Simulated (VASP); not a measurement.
# TiSi2 (Cmcm) in VASP: further runs

The runs below take TiSi2 through single point, relaxation of cell and atoms, with PBE.

Everything below comes from runs of VASP 6.6.1. Logs are shortened: lines on timing, memory, paths and dates and some standing lists are left out, and cuts for length are marked.

## Step 1: The cell of the first run

Symmetry: Cmcm, No. 63, orthorhombic system. Conventional cell: a = 3.548 Å, b = 13.561 Å, c = 3.579 Å, α = 90.00°, β = 90.00°, γ = 90.00°. Within 3.4 Å of Ti (site symmetry m2m) lie 10 Si at 2.59 to 2.83 Å and 2 Ti at 3.32 Å. Within 3.2 Å of Si (site symmetry m2m) lie 6 Si at 2.40 to 3.15 Å and 6 Ti at 2.59 to 2.83 Å. Within 3.3 Å of Si (site symmetry m2m) lie 8 Si at 2.52 to 3.15 Å and 4 Ti at 2.67 to 2.68 Å.

## Step 2: Single point, PBE

The input, INCAR:

```
SYSTEM = TiSi2
PREC = Accurate ; ENCUT = 520
EDIFF = 1E-6 ; ISMEAR = 0
SIGMA = 0.15 ; LREAL = .False.
LASPH = .True. ; NELM = 60
ALGO = Normal ; ISIF = 2
LWAVE = .False. ; LCHARG = .False.
GGA = PE ; NBANDS = 29
```

The input, KPOINTS:

```
regular mesh
0
Gamma
  10 10 10
  0 0 0
```

The input, POSCAR:

```
TiSi2
1.0
    1.7738039271     -6.7803428775      0.0000000000
    1.7738039271      6.7803428775      0.0000000000
    0.0000000000      0.0000000000      3.5792221396
Ti Si
2 4
Direct
    0.8968189481      0.1031810519      0.7500000000
    0.1031810519      0.8968189481      0.2500000000
    0.5591475244      0.4408524756      0.7500000000
    0.4408524756      0.5591475244      0.2500000000
    0.2498281361      0.7501718639      0.7500000000
    0.7501718639      0.2498281361      0.2500000000
```

Potentials or basis: VASP PAW PBE potentials, release 64 (Ti_sv, Si).

The run is started by

```console
cat potpaw_PBE.64/Ti_sv/POTCAR potpaw_PBE.64/Si/POTCAR > POTCAR
mpirun -np 1 vasp_std > vasp.out
```

OUTCAR:

```text
SYSTEM = TiSi2
   PREC = Accurate
   ENCUT = 520
   EDIFF = 1E-6
   ISMEAR = 0
   LREAL = .False.
   LASPH = .True.
   NELM = 60
   ISIF = 2
   GGA = PE

 ion  position               nearest neighbor table
   1  0.897  0.103  0.750-   4 2.59   4 2.59   4 2.59   4 2.59   5 2.67   5 2.67   6 2.68   6 2.68
                             3 2.83   3 2.83
   2  0.103  0.897  0.250-   3 2.59   3 2.59   3 2.59   3 2.59   6 2.67   6 2.67   5 2.68   5 2.68
                             4 2.83   4 2.83
   3  0.559  0.441  0.750-   4 2.40   4 2.40   2 2.59   2 2.59   2 2.59   2 2.59   1 2.83   1 2.83
                             5 3.14   5 3.14   6 3.15   6 3.15
   4  0.441  0.559  0.250-   3 2.40   3 2.40   1 2.59   1 2.59   1 2.59   1 2.59   2 2.83   2 2.83
                             6 3.14   6 3.14   5 3.15   5 3.15
   5  0.250  0.750  0.750-   6 2.52   6 2.52   6 2.52   6 2.52   1 2.67   1 2.67   2 2.68   2 2.68
                             3 3.14   3 3.14   4 3.15   4 3.15
   6  0.750  0.250  0.250-   5 2.52   5 2.52   5 2.52   5 2.52   2 2.67   2 2.67   1 2.68   1 2.68
                             4 3.14   4 3.14   3 3.15   3 3.15

  LATTYP: Found a base centered orthorhombic cell.
 ALAT       =     3.5476078542
 B/A-ratio  =     3.8224872399
 C/A-ratio  =     1.0089114374

  Lattice vectors:

 A1 = (   1.7738039271,  -6.7803428775,   0.0000000000)
 A2 = (   1.7738039271,   6.7803428775,   0.0000000000)
 A3 = (   0.0000000000,   0.0000000000,   3.5792221396)

Analysis of symmetry for initial positions (statically):
=====================================================================
 Subroutine PRICEL returns:
 Original cell was already a primitive cell.

 Routine SETGRP: Setting up the symmetry group for a
 base centered orthorhombic supercell.

 Subroutine GETGRP returns: Found  8 space group operations
 (whereof  4 operations were pure point group operations)
 out of a pool of  8 trial point group operations.

The static configuration has the point symmetry C_2h.
 The point group associated with its full space group is D_2h.

Analysis of symmetry for dynamics (positions and initial velocities):
=====================================================================
 Subroutine PRICEL returns:
 Original cell was already a primitive cell.

 Routine SETGRP: Setting up the symmetry group for a
 base centered orthorhombic supercell.

 Subroutine GETGRP returns: Found  8 space group operations
 (whereof  4 operations were pure point group operations)
 out of a pool of  8 trial point group operations.

The dynamic configuration has the point symmetry C_2h.
 The point group associated with its full space group is D_2h.

 Subroutine INISYM returns: Found  8 space group operations
 (whereof  4 operations are pure point group operations),
 and found     1 'primitive' translations

----------------------------------------------------------------------------------------

                                     Primitive cell

  volume of cell :      86.0946

  direct lattice vectors                    reciprocal lattice vectors
     1.773803927 -6.780342877  0.000000000     0.281880084 -0.073742583  0.000000000
     1.773803927  6.780342877  0.000000000     0.281880084  0.073742583  0.000000000
     0.000000000  0.000000000  3.579222140     0.000000000  0.000000000  0.279390315

  length of vectors
     7.008525516  7.008525516  3.579222140     0.291366351  0.291366351  0.279390315

  position of ions in fractional coordinates (direct lattice)
     0.896818948  0.103181052  0.750000000
     0.103181052  0.896818948  0.250000000
     0.559147524  0.440852476  0.750000000
     0.440852476  0.559147524  0.250000000
     0.249828136  0.750171864  0.750000000
     0.750171864  0.249828136  0.250000000

  ion indices of the primitive-cell ions
   primitive index   ion index
                 1           1
                 2           2
                 3           3
                 4           4
                 5           5
                 6           6

[... 48 lines left out ...]
   LHFCALC =     F    Hartree Fock is set to
   AEXX    =    0.0000 exact exchange contribution
   IVDW    =     0    specifies the selected vdW correction
   LEPSILON=     F    determine dielectric tensor
   LRPA    =     F    only Hartree local field effects (RPA)
 non-spin polarized calculation
 Gauss-broadening in eV      SIGMA  =   0.15
  energy-cutoff  :      520.00
  volume of cell :       86.09
 maximum number of plane-waves:      2340
 NGX is ok and might be reduce to    54
   NGX = 27   NGY = 27   NGZ = 13

 number of electron      40.0000005 magnetization

 Free energy of the ion-electron system (eV)
  ---------------------------------------------------
  ext. energy  EPLUGINS =         0.00000000
  ---------------------------------------------------
  free energy    TOTEN  =       -40.75763739 eV

  energy without entropy =      -40.74016723  energy(sigma->0) =      -40.74890231

 E-fermi :  10.3953     XC(G=0): -11.5891

 val. band max:       10.3878853572   @ k =   0.5000   0.2000   0.0000
 cond. band min:      10.3992158159   @ k =  -0.1000   0.1000   0.3000
 fundamental gap:      0.0113304587
 Fermi energy:        10.3952988497

 k-point     1 :       0.0000    0.0000    0.0000
  band No.  band energies     occupation
      1     -46.4511      2.00000
      2     -46.4423      2.00000
      3     -22.7951      2.00000
      4     -22.7609      2.00000
      5     -22.7530      2.00000
      6     -22.7487      2.00000
[... 21 lines left out ...]
     28      13.3045      0.00000
     29      13.4944      0.00000

 k-point     2 :       0.1000   -0.0000    0.0000
  band No.  band energies     occupation
      1     -46.4507      2.00000
      2     -46.4420      2.00000
      3     -22.7939      2.00000
      4     -22.7677      2.00000
      5     -22.7549      2.00000
      6     -22.7524      2.00000
[... 21 lines left out ...]
     28      13.3834      0.00000
     29      13.4898      0.00000

 k-point     3 :       0.2000   -0.0000    0.0000
  band No.  band energies     occupation
      1     -46.4497      2.00000
      2     -46.4410      2.00000
      3     -22.7910      2.00000
      4     -22.7854      2.00000
      5     -22.7712      2.00000
      6     -22.7507      2.00000
[... 638 lines left out ...]
      5     -22.7822      2.00000
      6     -22.7467      2.00000
[... 21 lines left out ...]
     28      13.4627      0.00000
     29      13.6820      0.00000

 k-point    24 :       0.4000    0.3000    0.0000
  band No.  band energies     occupation
      1     -46.4483      2.00000
      2     -46.4399      2.00000
      3     -22.8083      2.00000
      4     -22.7910      2.00000
      5     -22.7838      2.00000
      6     -22.7483      2.00000
[... 21 lines left out ...]
     28      13.6510      0.00000
     29      13.7105      0.00000

 [... further k-points ...]
[... 5 lines left out ...]
  --------------------------------------------------------------------------------------
  -------------------------------------------------------------------------------------
  Total        0.0084163     -0.0142901      0.0019813      0.0000000     -0.0000000      0.0000000
  in kB        0.1566230     -0.2659324      0.0368704      0.0000000     -0.0000000      0.0000000
  external PRESSURE =      -0.0241463 kB  Pullay stress =       0.0000000 kB

 VOLUME and BASIS-vectors are now :
 -----------------------------------------------------------------------------
  energy-cutoff  :      520.00
  volume of cell :       86.09
      direct lattice vectors                 reciprocal lattice vectors
     1.773803927 -6.780342877  0.000000000     0.281880084 -0.073742583  0.000000000
     1.773803927  6.780342877  0.000000000     0.281880084  0.073742583  0.000000000
     0.000000000  0.000000000  3.579222140     0.000000000  0.000000000  0.279390315

 POSITION                                       TOTAL-FORCE (eV/Angst)
 -----------------------------------------------------------------------------------
      1.77380     -5.38114      2.68442         0.000000     -0.000714     -0.000000
      1.77380      5.38114      0.89481         0.000000      0.000714     -0.000000
      1.77380     -0.80208      2.68442         0.000000      0.007286      0.000000
      1.77380      0.80208      0.89481         0.000000     -0.007286      0.000000
      1.77380      3.39250      2.68442         0.000000      0.004524      0.000000
      1.77380     -3.39250      0.89481         0.000000     -0.004524      0.000000
 -----------------------------------------------------------------------------------
    total drift:                                0.000000      0.000000      0.000000

  FREE ENERGIE OF THE ION-ELECTRON SYSTEM (eV)
  ---------------------------------------------------
  free  energy   TOTEN  =       -40.7576373894 eV

  energy  without entropy=      -40.7401672284  energy(sigma->0) =      -40.74890231
```

Run time: 14 min. Hardware: 1 thread of Intel Xeon Platinum 8488C (Sapphire Rapids), shared host; peak memory 0.54 GiB.

Results:

```
Free energy            : -40.7576 eV
Pressure               : 0.0 GPa
Largest force          : 0.007 eV/Å
Band gap on the k mesh : zero (bands 20 and 21 overlap by 0.99 eV)
```

Forces on the atoms (eV/Å):
```
Ti   0.000 -0.001  0.000
Ti   0.000  0.001  0.000
Si   0.000  0.007  0.000
Si   0.000 -0.007  0.000
Si   0.000  0.005  0.000
Si   0.000 -0.005  0.000
```

Levels at points of the mesh, in eV from the Fermi level:
| k point | band 17 | band 18 | band 19 | band 20 | band 21 | band 22 | band 23 | band 24 |
| --- | --- | --- | --- | --- | --- | --- | --- | --- |
| (0.00, 0.00, 0.00) | -2.12 | -2.05 | -2.03 | 0.46 | 0.70 | 0.80 | 0.88 | 1.32 |
| (0.50, 0.00, 0.00) | -1.66 | -1.43 | -0.64 | -0.56 | -0.52 | 1.17 | 1.44 | 1.63 |
| (0.50, 0.50, 0.00) | -2.47 | -1.91 | -1.15 | 0.39 | 0.64 | 0.73 | 0.89 | 1.09 |
| (0.00, 0.00, 0.50) | -1.59 | -1.59 | -0.05 | -0.05 | 0.85 | 0.85 | 1.49 | 1.49 |
| (0.50, 0.00, 0.50) | -3.18 | -3.18 | -2.42 | -2.42 | 1.73 | 1.73 | 1.86 | 1.86 |
| (0.50, 0.50, 0.50) | -2.03 | -2.03 | -0.86 | -0.86 | 0.46 | 0.46 | 1.65 | 1.65 |

## Step 3: Relaxation of cell and atoms, PBE, target pressure 12 GPa, at which the enthalpy is minimised

This run uses another cell than the first one, of 13.21 Å³/atom.

The input, INCAR:

```
SYSTEM = TiSi2
ALGO = Normal ; EDIFF = 1E-6
EDIFFG = -0.008 ; ENCUT = 600
GGA = PE ; IBRION = 2
ISIF = 3 ; ISMEAR = 0
LASPH = .TRUE. ; LCHARG = .FALSE.
LREAL = .FALSE. ; LWAVE = .FALSE.
NELM = 100 ; NSW = 70
PREC = Accurate ; PSTRESS = 120.0
SIGMA = 0.1
```

The input, KPOINTS:

```
k-points
0
G
  10 10 10
  0 0 0
```

The input, POSCAR:

```
TiSi2
1.0
    1.7292241577     -6.5636096264      0.0000000000
    1.7292241577      6.5636096264      0.0000000000
    0.0000000000      0.0000000000      3.4922980998
Ti Si
2 4
Direct
    0.8974842657      0.1025157343      0.7500000000
    0.1025157343      0.8974842657      0.2500000000
    0.5599199150      0.4400800850      0.7500000000
    0.4400800850      0.5599199150      0.2500000000
    0.2497541205      0.7502458795      0.7500000000
    0.7502458795      0.2497541205      0.2500000000
```

Potentials or basis: VASP PAW PBE potentials, release 64 (Ti_sv, Si).

The run is started by

```console
cat potpaw_PBE.64/Ti_sv/POTCAR potpaw_PBE.64/Si/POTCAR > POTCAR
mpirun -np 1 vasp_std > vasp.out
```

Wall time 30 min (1 thread of AMD EPYC 9R45 (Zen 5), shared host); peak memory 0.52 GiB.

Results (log left out):

```yaml
Free_energy: -40.5187 eV
Relaxed_volume: 13.24 Å³/atom
Relaxed_cell: a = 6.743 Å, b = 6.743 Å, c = 3.511 Å, α = 90.00°, β = 90.00°, γ = 150.16°
Space_group_after_relaxing_to_0.1_Å: Cmcm (No. 63)
Energy_change_on_relaxing_the_run_minimises_the_enthalpy: -3.2 meV/atom
Ionic_steps: 9
Pressure_after_relaxing: 12.0 GPa
Largest_force_after_relaxing: 0.007 eV/Å
Band_gap_on_the_k_mesh: zero (bands 20 and 21 overlap by 1.02 eV)
```

Forces on the atoms (eV/Å):
```
Ti   0.000  0.007  0.000
Ti   0.000 -0.007  0.000
Si   0.000 -0.007  0.000
Si   0.000  0.007  0.000
Si   0.000 -0.004  0.000
Si   0.000  0.004  0.000
```

The path:
| step | energy change (eV) | largest force (eV/Å) | pressure (GPa) | volume (Å³) |
| --- | --- | --- | --- | --- |
| 1 | 0.0000 | 0.1707 | 13.04 | 79.27 |
| 2 | -0.0776 | 0.0404 | 10.33 | 80.26 |
| 3 | -0.0525 | 0.0858 | 11.28 | 79.90 |
| 4 | -0.0291 | 0.0437 | 11.83 | 79.55 |
| 5 | -0.0185 | 0.0265 | 12.05 | 79.41 |
| 6 | -0.0194 | 0.0089 | 12.04 | 79.41 |
| 7 | -0.0196 | 0.0083 | 12.02 | 79.42 |
| 8 | -0.0196 | 0.0081 | 12.02 | 79.42 |
| 9 | -0.0195 | 0.0070 | 12.02 | 79.41 |

Final structure:
```
Ti Si
1.0
     1.73589   -6.51582    0.00000
     1.73589    6.51582    0.00000
     0.00000    0.00000    3.51060
Ti Si
2 4
Direct
  0.89852 0.10148 0.75000
  0.10148 0.89852 0.25000
  0.56116 0.43884 0.75000
  0.43884 0.56116 0.25000
  0.24956 0.75044 0.75000
  0.75044 0.24956 0.25000
```

Levels at points of the mesh, in eV from the Fermi level:
```csv
k point,band 16,band 17,band 18,band 19,band 20,band 21,band 22,band 23,band 24
"(0.00, 0.00, 0.00)",-2.58,-2.25,-2.11,-1.98,0.39,0.83,0.91,1.01,1.29
"(0.50, 0.00, 0.00)",-2.66,-1.91,-1.28,-0.65,-0.65,-0.63,1.32,1.63,1.76
"(0.50, 0.50, 0.00)",-2.79,-2.60,-1.97,-1.19,0.30,0.62,0.63,0.94,1.47
"(0.00, 0.00, 0.50)",-2.55,-1.75,-1.75,-0.03,-0.03,1.26,1.26,1.57,1.57
"(0.50, 0.00, 0.50)",-4.21,-3.18,-3.18,-2.64,-2.64,1.88,1.88,2.03,2.03
"(0.50, 0.50, 0.50)",-3.53,-2.28,-2.28,-0.97,-0.97,0.69,0.69,1.77,1.77
```

Caveat: the cell is relaxed towards a set pressure, so the run minimises the enthalpy, not the energy.

## Step 4: Single point, PBE (13.92 Å³/atom)

This run uses another cell than the first one, of 13.92 Å³/atom.

The input, INCAR:

```
PREC = Accurate
ENCUT = 520
EDIFF = 1E-6
ISMEAR = 0
SIGMA = 0.1
LREAL = F
LASPH = T
NELM = 80
ALGO = Normal
ISIF = 2
LWAVE = F
LCHARG = T
GGA = PE
LELF = T
LVHAR = T
NBANDS = 29
```

The input, KPOINTS:

```
regular mesh
0
Gamma
  10 10 10
```

The input, POSCAR:

```
TiSi2
1.0
    1.7594317996     -6.6779993220      0.0000000000
    1.7594317996      6.6779993220      0.0000000000
    0.0000000000      0.0000000000      3.5538479959
Ti Si
2 4
Direct
    0.8974961335      0.1025038665      0.7500000000
    0.1025038665      0.8974961335      0.2500000000
    0.5599304325      0.4400695675      0.7500000000
    0.4400695675      0.5599304325      0.2500000000
    0.2497411059      0.7502588941      0.7500000000
    0.7502588941      0.2497411059      0.2500000000
```

The run is started by

```console
cat potpaw_PBE.64/Ti_sv/POTCAR potpaw_PBE.64/Si/POTCAR > POTCAR
mpirun -np 1 vasp_std > vasp.out
```

Run time: 6.4 min. Hardware: 1 thread of Intel Xeon 6975P-C (Granite Rapids), shared host; peak memory 0.52 GiB.

Results (log left out):

```yaml
Free_energy: -40.7205 eV
Pressure: 4.1 GPa
Largest_force: 0.011 eV/Å
Band_gap_on_the_k_mesh: zero (bands 20 and 21 overlap by 1.00 eV)
```

Forces on the atoms (eV/Å):
```
Ti   0.000  0.003  0.000
Ti   0.000 -0.003  0.000
Si   0.000  0.011  0.000
Si   0.000 -0.011  0.000
Si   0.000 -0.001  0.000
Si   0.000  0.001  0.000
```

Levels at points of the mesh, in eV from the Fermi level:
| k point | band 16 | band 17 | band 18 | band 19 | band 20 | band 21 | band 22 | band 23 | band 24 | band 25 |
| --- | --- | --- | --- | --- | --- | --- | --- | --- | --- | --- |
| (0.00, 0.00, 0.00) | -2.53 | -2.18 | -2.06 | -2.02 | 0.44 | 0.82 | 0.82 | 0.90 | 1.32 | 1.39 |
| (0.50, 0.00, 0.00) | -2.52 | -1.75 | -1.37 | -0.64 | -0.59 | -0.56 | 1.23 | 1.52 | 1.68 | 1.84 |
| (0.50, 0.50, 0.00) | -2.59 | -2.55 | -1.93 | -1.16 | 0.36 | 0.64 | 0.70 | 0.92 | 1.24 | 2.19 |
| (0.00, 0.00, 0.50) | -2.37 | -1.64 | -1.64 | -0.04 | -0.04 | 1.01 | 1.01 | 1.52 | 1.52 | 1.67 |
| (0.50, 0.00, 0.50) | -4.09 | -3.18 | -3.18 | -2.50 | -2.50 | 1.79 | 1.79 | 1.92 | 1.92 | 2.56 |
| (0.50, 0.50, 0.50) | -3.40 | -2.12 | -2.12 | -0.90 | -0.90 | 0.55 | 0.55 | 1.70 | 1.70 | 2.49 |

Caveat: the cell stands under pressure.

## Step 5: Single point, PBE

The input, INCAR:

```
SYSTEM = TiSi2
  PREC = Accurate
  ENCUT = 520
  EDIFF = 1E-7
  ISMEAR = 0
  SIGMA = 0.1
  LREAL = .False.
  LASPH = .True.
  NELM = 60
  ALGO = Normal
  ISIF = 2
  LWAVE = .False.
  LCHARG = .True.
  GGA = PE
  LELF = .True.
  LVHAR = .True.
  NBANDS = 29
```

The input, KPOINTS:

```
regular mesh
0
Gamma
  10 10 10
  0 0 0
```

The input, POSCAR:

```
TiSi2
1.0
    1.7738039272     -6.7803428790      0.0000000000
    1.7738039272      6.7803428790      0.0000000000
    0.0000000000      0.0000000000      3.5792221399
Ti Si
2 4
Direct
    0.8968189480      0.1031810520      0.7500000000
    0.1031810520      0.8968189480      0.2500000000
    0.5591475243      0.4408524757      0.7500000000
    0.4408524757      0.5591475243      0.2500000000
    0.2498281361      0.7501718639      0.7500000000
    0.7501718639      0.2498281361      0.2500000000
```

The run is started by

```console
cat potpaw_PBE.64/Ti_sv/POTCAR potpaw_PBE.64/Si/POTCAR > POTCAR
mpirun -np 1 vasp_std > vasp.out
```

It took 6.2 min on 1 thread of Intel Xeon 6975P-C (Granite Rapids), shared host; peak memory 0.54 GiB.

Results (log left out):

```yaml
Free_energy: -40.7529 eV
Pressure: 0.0 GPa
Largest_force: 0.011 eV/Å
Band_gap_on_the_k_mesh: zero (bands 20 and 21 overlap by 0.99 eV)
```

Forces in eV/Å, atoms in the order of the input:
```
Ti   0.000  0.002  0.000
Ti   0.000 -0.002  0.000
Si   0.000  0.011  0.000
Si   0.000 -0.011  0.000
Si   0.000 -0.001  0.000
Si   0.000  0.001  0.000
```

Levels at points of the mesh, in eV from the Fermi level:
```tsv
k point	band 17	band 18	band 19	band 20	band 21	band 22	band 23	band 24
(0.00, 0.00, 0.00)	-2.11	-2.05	-2.02	0.47	0.71	0.81	0.89	1.33
(0.50, 0.00, 0.00)	-1.65	-1.42	-0.63	-0.55	-0.52	1.18	1.45	1.64
(0.50, 0.50, 0.00)	-2.47	-1.90	-1.14	0.39	0.65	0.74	0.90	1.10
(0.00, 0.00, 0.50)	-1.58	-1.58	-0.04	-0.04	0.86	0.86	1.49	1.49
(0.50, 0.00, 0.50)	-3.17	-3.17	-2.41	-2.41	1.73	1.73	1.86	1.86
(0.50, 0.50, 0.50)	-2.02	-2.02	-0.85	-0.85	0.47	0.47	1.65	1.65
```

## Step 6: Summary

```csv
task,cell,cutoff (eV),smearing,gap on the mesh (eV),pressure (GPa),largest force (eV/Å)
single point,"a = 7.009, b = 7.009, c = 3.579 Å, angles 90.0, 90.0, 150.7°, 6 atoms, atomic positions A",520,gaussian 0.15 eV,none,0.0,0.01
relaxation of cell and atoms,"relaxed to 12 GPa from a = 6.788, b = 6.788, c = 3.492 Å, angles 90.0, 90.0, 150.5°, 6 atoms, atomic positions B",600,gaussian 0.1 eV,none,12.0,0.01
single point,"a = 6.906, b = 6.906, c = 3.554 Å, angles 90.0, 90.0, 150.5°, 6 atoms, atomic positions B",520,gaussian 0.1 eV,none,4.1,0.01
single point,"a = 7.009, b = 7.009, c = 3.579 Å, angles 90.0, 90.0, 150.7°, 6 atoms, atomic positions A",520,gaussian 0.1 eV,none,0.0,0.01
```

Alike in all rows: level PBE; potentials or basis VASP PAW PBE potentials, release 64 (Ti_sv, Si); no spin polarisation; k mesh 10 × 10 × 10.

Caveats: the cell is relaxed towards a set pressure, so the run minimises the enthalpy, not the energy (at least some runs); the cell stands under pressure (at least some runs).

Absolute energies hang on the potentials; compare differences alone.

The gap in the log of VASP goes by the Fermi energy; the results here count the filled bands.